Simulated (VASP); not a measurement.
Crystal: CdSe.

```
CELL_PARAMETERS angstrom
0.00000 3.04966 3.04966
3.04966 0.00000 3.04966
3.04966 3.04966 0.00000
ATOMIC_POSITIONS crystal
Cd 0.00000 0.00000 0.00000
Se 0.25000 0.25000 0.25000
```

Base run:

- Program: VASP 6.6.1
- Functional: RPBE
- Potentials or basis: VASP PAW PBE potentials, release 64 (Cd, Se)
- Cutoff: 520 eV
- k mesh: 8 × 8 × 8
- Occupations: fermi-dirac, width 0.05 eV
- Spin: no spin polarisation

Its results: band gap on the k mesh 0.77 eV, direct; pressure 4.6 GPa.

Problem. The run is repeated on the same cell with these changes: functional from RPBE to BLYP. What comes out?

Solution. Band gap on the k mesh 0.55 eV, direct; pressure 5.6 GPa.

Caveats: the PAW data sets were made with another functional, which shifts forces and pressure a little.

